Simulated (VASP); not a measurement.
# P (P4/mmm) in VASP: a series of runs, part 2 of 2

VASP 6.6.1.

**4. Single point, PBEsol+D3(BJ) (strain +0.0300 x Voigt [0, 0, 1, 0, 0, 0])**

INCAR

```
  ALGO = Normal
  EDIFF = 1E-6
  ENCUT = 500
  GGA = PS
  GGA_COMPAT = False
  ISIF = 2
  ISMEAR = 0
  IVDW = 12
  LASPH = True
  LCHARG = False
  LREAL = False
  LWAVE = False
  NBANDS = 8
  NELM = 120
  PREC = Accurate
  SIGMA = 0.15
```

KPOINTS

```
k-points
0
Gamma
  12 12 12
```

POSCAR

```
P
1.0
    4.2729048574      0.0000000000      0.0000000000
    0.0000000000      4.2729048574      0.0000000000
    0.0000000000      0.0000000000      4.5093400000
P
1
Direct
    0.0000000000      0.0000000000      0.0000000000
```

Potentials or basis: VASP PAW PBE potentials, release 64 (P).

Run with:

```sh
cat potpaw_PBE.64/P/POTCAR > POTCAR
mpirun -np 1 vasp_std > vasp.out
```

OUTCAR:

```text
EDIFF = 1E-6
   ENCUT = 500
   GGA = PS
   ISIF = 2
   ISMEAR = 0
   IVDW = 12
   LASPH = True
   LREAL = False
   NELM = 120
   PREC = Accurate
 IVDW          = 12

 ion  position               nearest neighbor table
   1  0.000  0.000  0.000-

  LATTYP: Found a simple tetragonal cell.
 ALAT       =     4.2729048574
 C/A-ratio  =     1.0553335846

  Lattice vectors:

 A1 = (   4.2729048574,   0.0000000000,   0.0000000000)
 A2 = (   0.0000000000,   4.2729048574,   0.0000000000)
 A3 = (   0.0000000000,   0.0000000000,   4.5093400000)

Analysis of symmetry for initial positions (statically):
=====================================================================
 Subroutine PRICEL returns:
 Original cell was already a primitive cell.

 Routine SETGRP: Setting up the symmetry group for a
 simple tetragonal supercell.

 Subroutine GETGRP returns: Found 16 space group operations
 (whereof 16 operations were pure point group operations)
 out of a pool of 16 trial point group operations.

The static configuration has the point symmetry D_4h.

Analysis of symmetry for dynamics (positions and initial velocities):
=====================================================================
 Subroutine PRICEL returns:
 Original cell was already a primitive cell.

 Routine SETGRP: Setting up the symmetry group for a
 simple tetragonal supercell.

 Subroutine GETGRP returns: Found 16 space group operations
 (whereof 16 operations were pure point group operations)
 out of a pool of 16 trial point group operations.

The dynamic configuration has the point symmetry D_4h.

 Subroutine INISYM returns: Found 16 space group operations
 (whereof 16 operations are pure point group operations),
 and found     1 'primitive' translations

----------------------------------------------------------------------------------------

[... 111 lines left out ...]
  volume/ion in A,a.u.               =      82.33       555.59
  Fermi-wavevector in a.u.,A,eV,Ry     =   0.643495  1.216029  5.633976  0.414086
  Thomas-Fermi vector in A             =   1.710513
   LORBIT       =      0    0 simple, 1 ext, 2 COOP (PROOUT), +10 PAW based schemes
   GGA     = PS    functional components
   LHFCALC =     F    Hartree Fock is set to
   AEXX    =    0.0000 exact exchange contribution
   IVDW    =    12    specifies the selected vdW correction
   LEPSILON=     F    determine dielectric tensor
   LRPA    =     F    only Hartree local field effects (RPA)
 non-spin polarized calculation
 Gauss-broadening in eV      SIGMA  =   0.15
  energy-cutoff  :      500.00
  volume of cell :       82.33
 maximum number of plane-waves:      2128
 NGX is ok and might be reduce to    32
   NGX = 15   NGY = 15   NGZ = 17

 number of electron       4.9999998 magnetization

 Free energy of the ion-electron system (eV)
  ---------------------------------------------------
  ext. energy  EPLUGINS =         0.00000000
  ---------------------------------------------------
  free energy    TOTEN  =        -1.13960590 eV

  energy without entropy =       -1.09861476  energy(sigma->0) =       -1.11911033

 E-fermi :  -3.1512     XC(G=0):  -4.9569

 val. band max:       -3.1513437676   @ k =   0.2500   0.2500   0.1667
 cond. band min:      -3.1503815595   @ k =   0.5000   0.4167   0.3333
 fundamental gap:      0.0009622081
 Fermi energy:        -3.1511894017

 k-point     1 :       0.0000    0.0000    0.0000
  band No.  band energies     occupation
      1     -11.8666      2.00000
      2      -2.8072      0.00118
      3      -2.5819      0.00000
      4      -2.5819      0.00000
      5       1.4511      0.00000
      6       4.2331      0.00000
      7       4.4055      0.00000
      8       8.7270      0.00000
[... 243 lines left out ...]
 k-point    24 :       0.4167    0.3333    0.0000
  band No.  band energies     occupation
      1     -11.5893      2.00000
      2      -3.6765      2.00000
      3      -3.4201      1.98875
      4      -2.5529      0.00000
      5       3.1631      0.00000
      6       4.4041      0.00000
      7       6.3195      0.00000
      8       6.5047      0.00000

 [... further k-points ...]

------------------------ aborting loop because EDIFF is reached ----------------------------------------

 Edisp (eV)   -0.07793

 E8    (eV) :    -0.0459

  FORCE on cell =-STRESS in cart. coord.  units (eV):
  Direction    XX          YY          ZZ          XY          YZ          ZX
  --------------------------------------------------------------------------------------
  -------------------------------------------------------------------------------------
  Total      -2.09900    -2.09900    -1.64445     0.00000     0.00000     0.00000
  in kB     -40.84727   -40.84727   -32.00152     0.00000     0.00000     0.00000
  external pressure =      -37.90 kB  Pullay stress =        0.00 kB

 VOLUME and BASIS-vectors are now :
 -----------------------------------------------------------------------------
  energy-cutoff  :      500.00
  volume of cell :       82.33
      direct lattice vectors                 reciprocal lattice vectors
     4.272904857  0.000000000  0.000000000     0.234032826  0.000000000  0.000000000
     0.000000000  4.272904857  0.000000000     0.000000000  0.234032826  0.000000000
     0.000000000  0.000000000  4.509340000     0.000000000  0.000000000  0.221761943

 POSITION                                       TOTAL-FORCE (eV/Angst)
 -----------------------------------------------------------------------------------
      0.00000      0.00000      0.00000         0.000000      0.000000      0.000000
 -----------------------------------------------------------------------------------
    total drift:                                0.000000     -0.000000      0.000000

  FREE ENERGIE OF THE ION-ELECTRON SYSTEM (eV)
  ---------------------------------------------------
  free  energy   TOTEN  =        -1.2175402172 eV

  energy  without entropy=       -1.1765490804  energy(sigma->0) =       -1.19704465
```

OSZICAR:

```text
N       E                     dE             d eps       ncg     rms          rms(c)
DAV:   1     0.783432698793E+01    0.78343E+01   -0.12055E+03  3136   0.340E+02
DAV:   2    -0.729077352409E+00   -0.85634E+01   -0.84145E+01  4312   0.448E+01
DAV:   3    -0.115409660524E+01   -0.42502E+00   -0.40493E+00  3944   0.103E+01
DAV:   4    -0.115775538152E+01   -0.36588E-02   -0.36551E-02  5328   0.111E+00
DAV:   5    -0.115776437433E+01   -0.89928E-05   -0.89928E-05  4536   0.368E-02    0.589E-01
DAV:   6    -0.114194813706E+01    0.15816E-01   -0.28029E-02  3936   0.628E-01    0.317E-01
DAV:   7    -0.113859823295E+01    0.33499E-02   -0.26990E-02  4040   0.644E-01    0.153E-01
DAV:   8    -0.113952500970E+01   -0.92678E-03   -0.10416E-03  4080   0.157E-01    0.251E-02
DAV:   9    -0.113954807600E+01   -0.23066E-04   -0.14559E-05  5032   0.212E-02    0.769E-03
DAV:  10    -0.113959424851E+01   -0.46173E-04   -0.39306E-05  3488   0.275E-02    0.450E-03
DAV:  11    -0.113960583375E+01   -0.11585E-04   -0.21897E-05  3376   0.196E-02    0.148E-03
DAV:  12    -0.113960589584E+01   -0.62098E-07   -0.35483E-07  4656   0.277E-03
   1 F= -.12175402E+01 E0= -.11970446E+01  d E =-.409911E-01
```

stdout:

```text
POSCAR found type information on POSCAR P
 POSCAR found :  1 types and       1 ions
 scaLAPACK will be used
 -----------------------------------------------------------------------------
|                                                                             |
|                                                                             |
|     You enforced a specific xc type in the INCAR file but a different       |
|     I HOPE YOU KNOW WHAT YOU ARE DOING!                                     |
|                                                                             |
 -----------------------------------------------------------------------------

 LDA part: xc-table for (Slater+PW92), standard interpolation
 POSCAR, INCAR and KPOINTS ok, starting setup
 FFT: planning ... GRIDC
 FFT: planning ... GRID_SOFT
 FFT: planning ... GRID
 WAVECAR not read
 entering main loop
```

Wall time 30 s (1 thread of Intel Xeon 6975P-C (Granite Rapids), shared host); peak memory 0.24 GiB.

Results:

```
Free energy                : -1.2175 eV
Pressure                   : -3.8 GPa
Band gap on the k mesh     : zero (an odd number of electrons rules out a gap without spin polarisation)
Dispersion energy per atom : -0.078 eV
```

Levels at points of the mesh, in eV from the Fermi level:
```csv
k point,band 1,band 2,band 3,band 4,band 5,band 6,band 7
"(0.00, 0.00, 0.00)",-8.72,0.34,0.57,0.57,4.60,7.38,7.56
"(0.50, 0.00, 0.00)",-8.54,-0.81,0.50,0.71,6.47,7.51,8.18
"(0.50, 0.50, 0.00)",-8.39,-0.51,-0.51,0.64,5.90,8.07,9.64
"(0.00, 0.00, 0.50)",-8.61,-0.71,0.67,0.67,6.39,7.33,8.10
"(0.50, 0.00, 0.50)",-8.44,-0.59,-0.41,0.80,5.87,8.05,9.45
"(0.50, 0.50, 0.50)",-8.29,-0.34,-0.34,-0.16,6.80,7.01,7.01
```

Caveat: the cell differs from its parent crystal (strain +0.0300 x Voigt [0, 0, 1, 0, 0, 0]); the cell stands under tension; the PAW data sets were made with another functional, which shifts forces and pressure a little.

**5. The runs side by side**

| cell | gap on the mesh (eV) | pressure (GPa) |
| --- | --- | --- |
| a = 4.273, b = 4.273, c = 4.115 Å, 1 atom | none | -4.6 |
| a = 4.273, b = 4.273, c = 4.181 Å, 1 atom | none | -4.5 |
| a = 4.273, b = 4.273, c = 4.509 Å, 1 atom | none | -3.8 |

Alike in all rows: task single point; level PBEsol+D3(BJ); potentials or basis VASP PAW PBE potentials, release 64 (P); no spin polarisation; k mesh 12 × 12 × 12; cutoff (eV) 500; smearing gaussian 0.15 eV.

Caveats: the cell stands under tension; the PAW data sets were made with another functional, which shifts forces and pressure a little.

Absolute energies hang on the potentials; compare differences alone.
